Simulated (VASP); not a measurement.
# Os (P6_3/mmc) in VASP: notebook, part 2 of 2

VASP 6.6.1.

## 4. Relaxation of cell and atoms, PBEsol

INCAR reads:

```
SYSTEM = Os
ALGO = Normal
EDIFF = 1E-6
EDIFFG = -0.03
ENCUT = 600
GGA = PS
IBRION = 2
ISIF = 3
ISMEAR = -1
LASPH = .True.
LCHARG = .False.
LREAL = .False.
LWAVE = .False.
NELM = 100
NSW = 80
PREC = Accurate
SIGMA = 0.05
```

KPOINTS reads:

```
k-points
0
Gamma
  18 18 10
  0 0 0
```

POSCAR reads:

```
Os
1.0
    2.7273585510      0.0000000000      0.0000000000
   -1.3636792755      2.3619617904      0.0000000000
    0.0000000000      0.0000000000      4.3126076234
Os
2
Direct
    0.3333333333      0.6666666667      0.2500000000
    0.6666666667      0.3333333333      0.7500000000
```

Potentials or basis: VASP PAW PBE potentials, release 64 (Os).

The run is started by

```sh
$ cat potpaw_PBE.64/Os/POTCAR > POTCAR
$ mpirun -np 1 vasp_std > vasp.out
```

OUTCAR:

```text
SYSTEM = Os
   EDIFF = 1E-6
   EDIFFG = -0.03
   ENCUT = 600
   GGA = PS
   IBRION = 2
   ISIF = 3
   ISMEAR = -1
   LASPH = .True.
   LREAL = .False.
   NELM = 100
   NSW = 80
   PREC = Accurate

 ion  position               nearest neighbor table
   1  0.333  0.667  0.250-   2 2.67   2 2.67   2 2.67   2 2.67   2 2.67   2 2.67
   2  0.667  0.333  0.750-   1 2.67   1 2.67   1 2.67   1 2.67   1 2.67   1 2.67

  LATTYP: Found a hexagonal cell.
 ALAT       =     2.7273585510
 C/A-ratio  =     1.5812397024

  Lattice vectors:

 A1 = (   2.7273585510,   0.0000000000,   0.0000000000)
 A2 = (  -1.3636792755,   2.3619617904,   0.0000000000)
 A3 = (   0.0000000000,   0.0000000000,   4.3126076234)

Analysis of symmetry for initial positions (statically):
=====================================================================
 Subroutine PRICEL returns:
 Original cell was already a primitive cell.

 Routine SETGRP: Setting up the symmetry group for a
 hexagonal supercell.

 Subroutine GETGRP returns: Found 24 space group operations
 (whereof 12 operations were pure point group operations)
 out of a pool of 24 trial point group operations.

The static configuration has the point symmetry D_3d.
 The point group associated with its full space group is D_6h.

Analysis of symmetry for dynamics (positions and initial velocities):
=====================================================================
 Subroutine PRICEL returns:
 Original cell was already a primitive cell.

 Routine SETGRP: Setting up the symmetry group for a
 hexagonal supercell.

 Subroutine GETGRP returns: Found 24 space group operations
 (whereof 12 operations were pure point group operations)
 out of a pool of 24 trial point group operations.

The dynamic configuration has the point symmetry D_3d.
 The point group associated with its full space group is D_6h.

 Subroutine INISYM returns: Found 24 space group operations
 (whereof 12 operations are pure point group operations),
 and found     1 'primitive' translations

----------------------------------------------------------------------------------------

                                     Primitive cell

  volume of cell :      27.7815

  direct lattice vectors                    reciprocal lattice vectors
     2.727358551  0.000000000  0.000000000     0.366655129  0.211688437  0.000000000
    -1.363679276  2.361961790  0.000000000     0.000000000  0.423376874  0.000000000
     0.000000000  0.000000000  4.312607623     0.000000000  0.000000000  0.231878271

  length of vectors
     2.727358551  2.727358551  4.312607623     0.423376874  0.423376874  0.231878271

  position of ions in fractional coordinates (direct lattice)
     0.333333333  0.666666667  0.250000000
     0.666666667  0.333333333  0.750000000

  ion indices of the primitive-cell ions
   primitive index   ion index
                 1           1
                 2           2

----------------------------------------------------------------------------------------

 KPOINTS: k-points

Automatic generation of k-mesh.
 Grid dimensions read from file:
 generate k-points for:   18   18   10

 Generating k-lattice:

  Cartesian coordinates                     Fractional coordinates (reciprocal lattice)
     0.020369729  0.011760469  0.000000000     0.055555556  0.000000000  0.000000000
[... 55 lines left out ...]
   LSORBIT =      F    spin-orbit coupling
   LASPH  =      T    aspherical Exc in radial PAW
   ENCUT  =  600.0 eV  44.10 Ry    6.64 a.u.   5.45  5.45  8.61*2*pi/ulx,y,z
   NELM   =    100;   NELMIN=  2; NELMDL= -5     # of ELM steps
   EDIFF  = 0.1E-05   stopping-criterion for ELM
   LREAL  =      F    real-space projection
   EDIFFG = -.3E-01   stopping-criterion for IOM
   NSW    =     80    number of steps for IOM
   IBRION =      2    ionic relax: 0-MD 1-quasi-New 2-CG
   NFREE  =      1    steps in history (QN), initial steepest desc. (CG)
   ISIF   =      3    stress and relaxation
   ISYM   =      2    0-nonsym 1-usesym 2-fastsym
   POTIM  = 0.5000    time-step for ionic-motion
   TEBEG  =    0.0;   TEEND  =   0.0 temperature during run
   PSTRESS=    0.0 pullay stress
   NELECT =      16.0000    total number of electrons
   NUPDOWN=      -1.0000    fix difference up-down
   EMIN   =  10.00;   EMAX   =-10.00  energy-range for DOS
   EFERMI =   0.00;   METHOD = LEGACY
   ISMEAR =    -1;   SIGMA  =   0.05  broadening in eV -4-tet -1-fermi 0-gaus
   EFERMI_NEDOS =   21; number of points for ismear=-14 and -15
   IALGO  =     38    algorithm
   IMIX   =      4    mixing-type and parameters
     AMIX     =   0.40;   BMIX     =  1.00
     AMIX_MAG =   1.60;   BMIX_MAG =  1.00
  volume/ion in A,a.u.               =      13.89        93.74
  Fermi-wavevector in a.u.,A,eV,Ry     =   1.362061  2.573922 25.241657  1.855209
  Thomas-Fermi vector in A             =   2.488583
   LORBIT       =      0    0 simple, 1 ext, 2 COOP (PROOUT), +10 PAW based schemes
   GGA     = PS    functional components
   LHFCALC =     F    Hartree Fock is set to
   AEXX    =    0.0000 exact exchange contribution
   IVDW    =     0    specifies the selected vdW correction
   LEPSILON=     F    determine dielectric tensor
   LRPA    =     F    only Hartree local field effects (RPA)
 conjugate gradient relaxation of ions
 non-spin polarized calculation
  energy-cutoff  :      600.00
  volume of cell :       27.78
 maximum number of plane-waves:       965
 NGX is ok and might be reduce to    24
   NGX = 11   NGY = 11   NGZ = 17

--------------------------------------- Ionic step        1  -------------------------------------------

 number of electron      16.0000001 magnetization

 Free energy of the ion-electron system (eV)
  ---------------------------------------------------
  ext. energy  EPLUGINS =         0.00000000
  ---------------------------------------------------
  free energy    TOTEN  =       -24.48879067 eV

  energy without entropy =      -24.47719861  energy(sigma->0) =      -24.48299464

------------------------ aborting loop because EDIFF is reached ----------------------------------------

  FORCE on cell =-STRESS in cart. coord.  units (eV):
  Direction    XX          YY          ZZ          XY          YZ          ZX
  --------------------------------------------------------------------------------------
  -------------------------------------------------------------------------------------
  Total        0.1202372      0.1202372      0.1063538     -0.0000000     -0.0000000      0.0000000
  in kB        6.9341662      6.9341662      6.1335031     -0.0000000     -0.0000000      0.0000000
  external PRESSURE =       6.6672785 kB  Pullay stress =       0.0000000 kB
[... 59 lines left out ...]
--------------------------------------- Ionic step        3  -------------------------------------------

 number of electron      16.0000001 magnetization

 Free energy of the ion-electron system (eV)
  ---------------------------------------------------
  ext. energy  EPLUGINS =         0.00000000
  ---------------------------------------------------
  free energy    TOTEN  =       -24.48887433 eV

  energy without entropy =      -24.47725773  energy(sigma->0) =      -24.48306603

 E-fermi :   9.3918     XC(G=0): -14.1853

 val. band max:        9.3805350362   @ k =   0.2222   0.0556   0.3000
 cond. band min:       9.3983730148   @ k =   0.4444   0.1111   0.4000
 fundamental gap:      0.0178379786
 Fermi energy:         9.3918119958

 k-point     1 :       0.0000    0.0000    0.0000
  band No.  band energies     occupation
      1      -1.6543      2.00000
      2       1.5115      2.00000
      3       6.2970      2.00000
      4       6.2970      2.00000
      5       6.5469      2.00000
      6       7.1483      2.00000
      7       7.1483      2.00000
      8       7.8213      2.00000
      9       7.8213      2.00000
     10       9.3787      1.13068
     11      11.0994      0.00000
     12      11.0994      0.00000
[... 331 lines left out ...]
 k-point    24 :       0.3889    0.1111    0.0000
  band No.  band energies     occupation
      1       2.5025      2.00000
      2       2.6186      2.00000
      3       2.9538      2.00000
      4       5.7402      2.00000
      5       5.8305      2.00000
      6       6.7328      2.00000
      7       7.4373      2.00000
      8      10.9930      0.00000
      9      11.4350      0.00000
     10      11.9229      0.00000
     11      13.3409      0.00000
     12      16.3743      0.00000

 [... further k-points ...]

------------------------ aborting loop because EDIFF is reached ----------------------------------------

  FORCE on cell =-STRESS in cart. coord.  units (eV):
  Direction    XX          YY          ZZ          XY          YZ          ZX
  --------------------------------------------------------------------------------------
  -------------------------------------------------------------------------------------
  Total        0.0061457      0.0061457     -0.0092802     -0.0000000     -0.0000000      0.0000000
  in kB        0.3538993      0.3538993     -0.5344017     -0.0000000     -0.0000000      0.0000000
  external PRESSURE =       0.0577990 kB  Pullay stress =       0.0000000 kB
[... 17 lines left out ...]
  FREE ENERGIE OF THE ION-ELECTRON SYSTEM (eV)
  ---------------------------------------------------
  free  energy   TOTEN  =       -24.4888743292 eV

  energy  without entropy=      -24.4772577267  energy(sigma->0) =      -24.48306603

 reached required accuracy - stopping structural energy minimisation
```

OSZICAR:

```text
N       E                     dE             d eps       ncg     rms          rms(c)
DAV:   1     0.119671654993E+03    0.11967E+03   -0.84260E+03  5328   0.145E+03
DAV:   2    -0.168493403179E+02   -0.13652E+03   -0.12402E+03  5512   0.423E+02
[... 20 lines left out ...]
DAV:   1    -0.244914045737E+02   -0.43367E-02   -0.72519E-02  5328   0.232E+00    0.696E-01
DAV:   2    -0.244892839998E+02    0.21206E-02   -0.24659E-03  5468   0.529E-01    0.299E-01
DAV:   3    -0.244888594438E+02    0.42456E-03   -0.15193E-03  6712   0.402E-01    0.353E-02
DAV:   4    -0.244888689930E+02   -0.95493E-05   -0.28872E-05  5384   0.423E-02    0.853E-03
DAV:   5    -0.244888737941E+02   -0.48010E-05   -0.40495E-06  5752   0.182E-02    0.213E-03
DAV:   6    -0.244888743292E+02   -0.53518E-06   -0.49951E-07  2716   0.794E-03
   3 F= -.24488874E+02 E0= -.24483066E+02  d E =-.836563E-04
```

Run time: 97 s. Hardware: 1 thread of Intel Xeon Platinum 8259CL at 2.50GHz (Skylake/Cascade Lake), shared host; peak memory 0.23 GiB.

What came out:

- Free energy: -24.4889 eV
- Relaxed volume: 13.91 Å³/atom
- Relaxed cell: a = 2.729 Å, b = 2.729 Å, c = 4.315 Å, α = 90.00°, β = 90.00°, γ = 120.00°
- Space group after relaxing (to 0.1 Å): P6_3/mmc (No. 194)
- Energy gained by relaxing: 0.0 meV/atom
- Ionic steps: 3
- Pressure after relaxing: 0.0 GPa
- Band gap on the k mesh: zero (bands 8 and 9 overlap by 3.99 eV)

Stress tensor (GPa, compression positive):
```
 0.04  0.00  0.00
 0.00  0.04  0.00
 0.00  0.00 -0.05
```

Final structure:
```xyz
2
Lattice="2.7288 0.0000 0.0000 -1.3644 2.3632 0.0000 0.0000 0.0000 4.3146" Properties=species:S:1:pos:R:3 pbc="T T T"
Os    0.0000    1.5755    1.0786
Os    1.3644    0.7877    3.2359
```

Levels at points of the mesh, in eV from the Fermi level:
```
           k point  band 5  band 6  band 7  band 8  band 9  band 10  band 11  band 12
(0.00, 0.00, 0.00)   -2.84   -2.24   -2.24   -1.57   -1.57    -0.01     1.71     1.71
(0.50, 0.00, 0.00)   -2.95   -2.61   -1.91    2.07    2.64     2.75     4.46     5.75
(0.00, 0.00, 0.50)   -3.29   -3.29   -3.29   -3.29    0.91     0.91     0.91     0.91
(0.50, 0.00, 0.50)   -1.22   -1.22   -0.18   -0.18    2.41     2.41     3.33     3.33
```

Caveat: the PAW data sets were made with another functional, which shifts forces and pressure a little; spin-orbit coupling is left out, which moves the levels of the heavy elements.
